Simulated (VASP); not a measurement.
# NiO (Fm-3m) in VASP: a series of runs

Aim: see how the results for NiO move with the level of theory and the settings. Levels: r2SCAN+U, LDA+U. Tasks: single point, relaxation of cell and atoms.

All numbers are computed with VASP 6.6.1; they aren't measurements. Logs are shortened: lines on timing, memory, paths and dates and some standing lists are left out, and cuts for length are marked.

**1. The cell of the first run**

The structure is cubic, space group Fm-3m (No. 225). Conventional cell: a = 4.172 Å, b = 4.172 Å, c = 4.172 Å, α = 90.00°, β = 90.00°, γ = 90.00°. Ni (site symmetry m-3m) has 6 O at 2.09 Å within 2.8 Å. O (site symmetry m-3m) has 6 Ni at 2.09 Å within 2.8 Å.

**2. Single point, r2SCAN+U, collinear spin, ferromagnetic start**

Contents of POSCAR:

```
NiO
1.0
    0.0000000000      2.0859016414      2.0859016414
    2.0859016414      0.0000000000      2.0859016414
    2.0859016414      2.0859016414      0.0000000000
Ni O
1 1
Direct
    0.0000000000      0.0000000000      0.0000000000
    0.5000000000      0.5000000000      0.5000000000
```

Contents of INCAR.step1:

```
PREC = Accurate
ENCUT = 770
ISMEAR = -1
SIGMA = 0.05
LREAL = F
LASPH = T
NELM = 200
ISPIN = 2
MAGMOM = 1 0
LMAXMIX = 4
LDAU = T
LDAUTYPE = 2
LDAUL = 2 -1
LDAUU = 6 0
LDAUJ = 0 0
NBANDS = 23
GGA = PE
ALGO = Normal
EDIFF = 1E-5
LWAVE = T
LCHARG = F
GGA_COMPAT = F
```

Contents of INCAR.step2:

```
PREC = Accurate
ENCUT = 770
EDIFF = 1E-6
ISMEAR = -1
SIGMA = 0.05
LREAL = F
LASPH = T
NELM = 200
ALGO = Normal
ISIF = 2
LWAVE = F
LCHARG = T
ISPIN = 2
MAGMOM = 1 0
LORBIT = 11
LMAXMIX = 4
LDAU = T
LDAUTYPE = 2
LDAUL = 2 -1
LDAUU = 6 0
LDAUJ = 0 0
LDAUPRINT = 1
METAGGA = R2SCAN
LMIXTAU = T
LELF = T
LVHAR = T
NBANDS = 23
ISTART = 1
GGA_COMPAT = F
```

Contents of KPOINTS:

```
Automatic mesh
0
Gamma
  11 11 11
```

Potentials or basis: VASP PAW PBE potentials, release 64 (Ni_sv_GW, O).

Run with:

```bash
$ cat potpaw_PBE.64/Ni_sv_GW/POTCAR potpaw_PBE.64/O/POTCAR > POTCAR
$ cp INCAR.step1 INCAR
$ mpirun -np 1 vasp_std > vasp.out
$ cp INCAR.step2 INCAR
$ mpirun -np 1 vasp_std > vasp.out
```

OUTCAR:

```text
PREC = Accurate
   ENCUT = 770
   EDIFF = 1E-6
   ISMEAR = -1
   LREAL = F
   LASPH = T
   NELM = 200
   ISIF = 2
   ISPIN = 2
   LORBIT = 11
   METAGGA = R2SCAN
   ISTART = 1

 ion  position               nearest neighbor table
   1  0.000  0.000  0.000-   2 2.09   2 2.09   2 2.09   2 2.09   2 2.09   2 2.09
   2  0.500  0.500  0.500-   1 2.09   1 2.09   1 2.09   1 2.09   1 2.09   1 2.09

  LATTYP: Found a face centered cubic cell.
 ALAT       =     4.1718032828

  Lattice vectors:

 A1 = (   0.0000000000,   2.0859016414,   2.0859016414)
 A2 = (   2.0859016414,   0.0000000000,   2.0859016414)
 A3 = (   2.0859016414,   2.0859016414,   0.0000000000)

Analysis of symmetry for initial positions (statically):
=====================================================================
 Subroutine PRICEL returns:
 Original cell was already a primitive cell.

 Routine SETGRP: Setting up the symmetry group for a
 face centered cubic supercell.

 Subroutine GETGRP returns: Found 48 space group operations
 (whereof 48 operations were pure point group operations)
 out of a pool of 48 trial point group operations.

The static configuration has the point symmetry O_h .

Analysis of symmetry for dynamics (positions and initial velocities):
=====================================================================
 Subroutine PRICEL returns:
 Original cell was already a primitive cell.

 Routine SETGRP: Setting up the symmetry group for a
 face centered cubic supercell.

 Subroutine GETGRP returns: Found 48 space group operations
 (whereof 48 operations were pure point group operations)
 out of a pool of 48 trial point group operations.

The dynamic configuration has the point symmetry O_h .

Analysis of structural, dynamic, and magnetic symmetry:
=====================================================================
 Subroutine PRICEL returns:
 Original cell was already a primitive cell.

 Routine SETGRP: Setting up the symmetry group for a
 face centered cubic supercell.

 Subroutine GETGRP returns: Found 48 space group operations
 (whereof 48 operations were pure point group operations)
 out of a pool of 48 trial point group operations.

The overall configuration has the point symmetry O_h .

 Subroutine INISYM returns: Found 48 space group operations
 (whereof 48 operations are pure point group operations),
 and found     1 'primitive' translations

----------------------------------------------------------------------------------------

                                     Primitive cell

  volume of cell :      18.1515

  direct lattice vectors                    reciprocal lattice vectors
     0.000000000  2.085901641  2.085901641    -0.239704495  0.239704495  0.239704495
     2.085901641  0.000000000  2.085901641     0.239704495 -0.239704495  0.239704495
     2.085901641  2.085901641  0.000000000     0.239704495  0.239704495 -0.239704495

  length of vectors
     2.949910391  2.949910391  2.949910391     0.415180364  0.415180364  0.415180364

  position of ions in fractional coordinates (direct lattice)
     0.000000000  0.000000000  0.000000000
     0.500000000  0.500000000  0.500000000

  ion indices of the primitive-cell ions
   primitive index   ion index
                 1           1
                 2           2

----------------------------------------------------------------------------------------

 KPOINTS: Automatic mesh

Automatic generation of k-mesh.
 Grid dimensions read from file:
 generate k-points for:   11   11   11

 Generating k-lattice:

  Cartesian coordinates                     Fractional coordinates (reciprocal lattice)
    -0.021791318  0.021791318  0.021791318     0.090909091  0.000000000  0.000000000
     0.021791318 -0.021791318  0.021791318     0.000000000  0.090909091  0.000000000
     0.021791318  0.021791318 -0.021791318     0.000000000  0.000000000  0.090909091

  Length of vectors
     0.037743669  0.037743669  0.037743669

  Shift w.r.t. Gamma in fractional coordinates (k-lattice)
     0.000000000  0.000000000  0.000000000

 Subroutine IBZKPT returns following result:
 ===========================================

 Found     56 irreducible k-points:

 Following reciprocal coordinates:
            Coordinates               Weight
  0.000000  0.000000  0.000000      1.000000
  0.090909  0.000000  0.000000      8.000000
  0.181818  0.000000  0.000000      8.000000
  0.272727  0.000000  0.000000      8.000000
  0.363636  0.000000  0.000000      8.000000
  0.454545  0.000000  0.000000      8.000000
[... 16 lines left out ...]
 -0.272727  0.181818  0.000000     24.000000
 -0.181818  0.181818  0.000000     12.000000
 [... further k-points ...]
   k-points           NKPTS =     56   k-points in BZ     NKDIM =     56   number of bands    NBANDS=     23
   number of dos      NEDOS =    301   number of ions     NIONS =      2
   total plane-waves  NPLWV =  21952
   dimension x,y,z NGX =    28 NGY =   28 NGZ =   28
   dimension x,y,z NGXF=    56 NGYF=   56 NGZF=   56
   ions per type =               1   1
   NGX,Y,Z   is equivalent  to a cutoff of  15.78, 15.78, 15.78 a.u.
   NGXF,Y,Z  is equivalent  to a cutoff of  31.56, 31.56, 31.56 a.u.
 SYSTEM =  unknown system
   PREC   = accura    normal or accurate (medium, high low for compatibility)
   ISTART =      1    job   : 0-new  1-cont  2-samecut
   ICHARG =      0    charge: 1-file 2-atom 10-const
   ISPIN  =      2    spin polarized calculation?
   LNONCOLLINEAR =      F non collinear calculations
   LSORBIT =      F    spin-orbit coupling
   LASPH  =      T    aspherical Exc in radial PAW
   ENCUT  =  770.0 eV  56.59 Ry    7.52 a.u.   6.67  6.67  6.67*2*pi/ulx,y,z
   NELM   =    200;   NELMIN=  2; NELMDL=  0     # of ELM steps
   EDIFF  = 0.1E-05   stopping-criterion for ELM
   LREAL  =      F    real-space projection
[... 7 lines left out ...]
   TEBEG  =    0.0;   TEEND  =   0.0 temperature during run
   PSTRESS=    0.0 pullay stress
   NELECT =      24.0000    total number of electrons
   NUPDOWN=      -1.0000    fix difference up-down
   EMIN   =  10.00;   EMAX   =-10.00  energy-range for DOS
   EFERMI =   0.00;   METHOD = LEGACY
   ISMEAR =    -1;   SIGMA  =   0.05  broadening in eV -4-tet -1-fermi 0-gaus
   EFERMI_NEDOS =   21; number of points for ismear=-14 and -15
   IALGO  =     38    algorithm
   IMIX   =      4    mixing-type and parameters
     AMIX     =   0.40;   BMIX     =  1.00
     AMIX_MAG =   1.60;   BMIX_MAG =  1.00
  volume/ion in A,a.u.               =       9.08        61.25
  Fermi-wavevector in a.u.,A,eV,Ry     =   1.796835  3.395525 43.927965  3.228614
  Thomas-Fermi vector in A             =   2.858301
   LORBIT       =     11    0 simple, 1 ext, 2 COOP (PROOUT), +10 PAW based schemes
 LDA+U is selected, type is set to LDAUTYPE =  2
   angular momentum for each species LDAUL =     2   -1
   U (eV)           for each species LDAUU =   6.0  0.0
   J (eV)           for each species LDAUJ =   0.0  0.0
   METAGGA = R2SCAN    functional components
   LHFCALC =     F    Hartree Fock is set to
   AEXX    =    0.0000 exact exchange contribution
   IVDW    =     0    specifies the selected vdW correction
   LEPSILON=     F    determine dielectric tensor
   LRPA    =     F    only Hartree local field effects (RPA)
 spin polarized calculation
  energy-cutoff  :      770.00
  volume of cell :       18.15
 maximum number of plane-waves:       903
   NGX = 13   NGY = 13   NGZ = 13

atom =   1  type =  1  l = 2

 onsite density matrix

spin component  1

  0.9424 -0.0000 -0.0000  0.0000 -0.0000
 -0.0000  0.9424  0.0000 -0.0000 -0.0000
 -0.0000  0.0000  0.9733  0.0000  0.0000
  0.0000 -0.0000  0.0000  0.9424 -0.0000
 -0.0000 -0.0000  0.0000 -0.0000  0.9733

spin component  2

  0.9369 -0.0000  0.0000  0.0000  0.0000
 -0.0000  0.9369 -0.0000 -0.0000  0.0000
  0.0000 -0.0000  0.0764 -0.0000 -0.0000
  0.0000 -0.0000 -0.0000  0.9369 -0.0000
  0.0000  0.0000 -0.0000 -0.0000  0.0764

 occupancies and eigenvectors

  o =  0.0764  v =  0.0000  0.0000  0.0000  0.0000  0.0000  0.0000 -0.0000  0.0419  0.0000  0.9991      0.0000  0.0000  0.0000  0.0000  0.0000  0.0000  0.0000  0.0000  0.0000  0.0000
  o =  0.0764  v =  0.0000  0.0000  0.0000  0.0000  0.0000  0.0000 -0.0000 -0.9991  0.0000  0.0419      0.0000  0.0000  0.0000  0.0000  0.0000  0.0000  0.0000  0.0000  0.0000  0.0000
  o =  0.9369  v =  0.0000  0.0000  0.0000  0.0000  0.0000  0.0000 -0.6009 -0.0000  0.7993 -0.0000      0.0000  0.0000  0.0000  0.0000  0.0000  0.0000  0.0000  0.0000  0.0000  0.0000
  o =  0.9369  v =  0.0000  0.0000  0.0000  0.0000  0.0000  0.0000  0.7993  0.0000  0.6009 -0.0000      0.0000  0.0000  0.0000  0.0000  0.0000  0.0000  0.0000  0.0000  0.0000  0.0000
  o =  0.9369  v =  0.0000  0.0000  0.0000  0.0000  0.0000  1.0000  0.0000  0.0000  0.0000  0.0000      0.0000  0.0000  0.0000  0.0000  0.0000  0.0000  0.0000  0.0000  0.0000  0.0000
  o =  0.9424  v =  0.0000 -0.2559  0.0000 -0.9667  0.0000  0.0000  0.0000  0.0000  0.0000  0.0000      0.0000  0.0000  0.0000  0.0000  0.0000  0.0000  0.0000  0.0000  0.0000  0.0000
  o =  0.9424  v =  1.0000  0.0000  0.0000  0.0000  0.0000  0.0000  0.0000  0.0000  0.0000  0.0000      0.0000  0.0000  0.0000  0.0000  0.0000  0.0000  0.0000  0.0000  0.0000  0.0000
  o =  0.9424  v =  0.0000  0.9667 -0.0000 -0.2559 -0.0000  0.0000  0.0000  0.0000  0.0000  0.0000      0.0000  0.0000  0.0000  0.0000  0.0000  0.0000  0.0000  0.0000  0.0000  0.0000
  o =  0.9733  v =  0.0000 -0.0000 -0.3825  0.0000  0.9240  0.0000  0.0000  0.0000  0.0000  0.0000      0.0000  0.0000  0.0000  0.0000  0.0000  0.0000  0.0000  0.0000  0.0000  0.0000
  o =  0.9733  v =  0.0000 -0.0000 -0.9240  0.0000 -0.3825  0.0000  0.0000  0.0000  0.0000  0.0000      0.0000  0.0000  0.0000  0.0000  0.0000  0.0000  0.0000  0.0000  0.0000  0.0000

 number of electron      24.0000003 magnetization       2.0000001

 Free energy of the ion-electron system (eV)
  ---------------------------------------------------
  ext. energy  EPLUGINS =         0.00000000
  ---------------------------------------------------
  free energy    TOTEN  =       -19.28023385 eV

  energy without entropy =      -19.28023385  energy(sigma->0) =      -19.28023385

 E-fermi :   7.0643     XC(G=0): -13.8280

 val. band max:        5.8806954077   @ k =   0.4545   0.0000   0.0000
 cond. band min:       8.9486845448   @ k =   0.0000   0.0000   0.0000
 fundamental gap:      3.0679891371
 Fermi energy:         7.0642957784

 spin component 1

 k-point     1 :       0.0000    0.0000    0.0000
  band No.  band energies     occupation
      1    -102.0738      1.00000
      2     -60.9763      1.00000
      3     -60.9763      1.00000
      4     -60.9761      1.00000
      5     -14.1827      1.00000
      6      -0.0743      1.00000
[... 15 lines left out ...]
     22      32.6202      0.00000
     23      32.6203      0.00000
[... 575 lines left out ...]
      1    -102.0720      1.00000
      2     -60.9917      1.00000
      3     -60.9828      1.00000
      4     -60.9782      1.00000
      5     -13.3504      1.00000
      6      -1.1017      1.00000
[... 15 lines left out ...]
     22      38.5369      0.00000
     23      39.3809      0.00000

 [... further k-points ...]

 spin component 2

 k-point     1 :       0.0000    0.0000    0.0000
  band No.  band energies     occupation
      1     -98.6464      1.00000
      2     -57.7236      1.00000
      3     -57.7236      1.00000
      4     -57.7127      1.00000
      5     -13.8909      1.00000
      6       2.1574      1.00000
[... 15 lines left out ...]
     22      35.3290      0.00000
     23      35.3316      0.00000
[... 575 lines left out ...]
      1     -98.6444      1.00000
      2     -57.7423      1.00000
      3     -57.7260      1.00000
      4     -57.7208      1.00000
      5     -13.0197      1.00000
      6       0.5317      1.00000
[... 15 lines left out ...]
     22      39.5392      0.00000
     23      39.8354      0.00000

 [... further k-points ...]
[... 5 lines left out ...]
  --------------------------------------------------------------------------------------
  -------------------------------------------------------------------------------------
  Total        0.6511143      0.6511143      0.6511143      0.0000000      0.0000000      0.0000000
  in kB       57.4720014     57.4720014     57.4720014      0.0000000      0.0000000      0.0000000
  external PRESSURE =      57.4720014 kB  Pullay stress =       0.0000000 kB

 VOLUME and BASIS-vectors are now :
 -----------------------------------------------------------------------------
  energy-cutoff  :      770.00
  volume of cell :       18.15
      direct lattice vectors                 reciprocal lattice vectors
     0.000000000  2.085901641  2.085901641    -0.239704495  0.239704495  0.239704495
     2.085901641  0.000000000  2.085901641     0.239704495 -0.239704495  0.239704495
     2.085901641  2.085901641  0.000000000     0.239704495  0.239704495 -0.239704495

 POSITION                                       TOTAL-FORCE (eV/Angst)
 -----------------------------------------------------------------------------------
      0.00000      0.00000      0.00000         0.000000      0.000000      0.000000
      2.08590      2.08590      2.08590        -0.000000     -0.000000     -0.000000
 -----------------------------------------------------------------------------------
    total drift:                                0.000000      0.000000      0.000000

  FREE ENERGIE OF THE ION-ELECTRON SYSTEM (eV)
  ---------------------------------------------------
  free  energy   TOTEN  =       -19.2802338527 eV

  energy  without entropy=      -19.2802338527  energy(sigma->0) =      -19.28023385

 total charge

# of ion       s       p       d       f       tot
--------------------------------------------------
    1        2.151   6.222   7.713   0.011  16.097
    2        1.548   3.545   0.000   0.000   5.093
--------------------------------------------------
tot          3.699   9.768   7.713   0.011  21.190

 magnetization (x)

# of ion       s       p       d       f       tot
--------------------------------------------------
    1        0.009   0.010   1.808   0.000   1.827
    2        0.021   0.125   0.000   0.000   0.146
--------------------------------------------------
tot          0.030   0.135   1.808   0.000   1.973
```

Wall time 6.3 min (1 thread of Intel Xeon Platinum 8259CL at 2.50GHz (Skylake/Cascade Lake), shared host); peak memory 0.25 GiB.

Results:

| Property | Result |
| --- | --- |
| Free energy | -19.2802 eV |
| Pressure | 5.7 GPa |
| Band gap on the k mesh | 3.07 eV (least direct gap 4.39 eV) |
| Net moment | 2.00 μB per cell |
| Site moments | Ni +1.83; O +0.15 μB |
| Valence electrons inside the program's atomic spheres | Ni 16.10; O 5.09 |

Eigenvalues of the final occupation matrices:
| site | spin | trace | eigenvalues |
| --- | --- | --- | --- |
| site 1 d | 1 | 4.77 | 0.94 0.94 0.94 0.97 0.97 |
| site 1 d | 2 | 2.96 | 0.08 0.08 0.94 0.94 0.94 |

Caveat: the cell stands under pressure; the PAW data sets were made with another functional, which shifts forces and pressure a little; an odd mesh through Γ misses points on the zone boundary, where band edges can lie; a cell with one magnetic atom can't hold antiferromagnetic order, which such compounds often take.

(Part 1 of 2 ends here.)
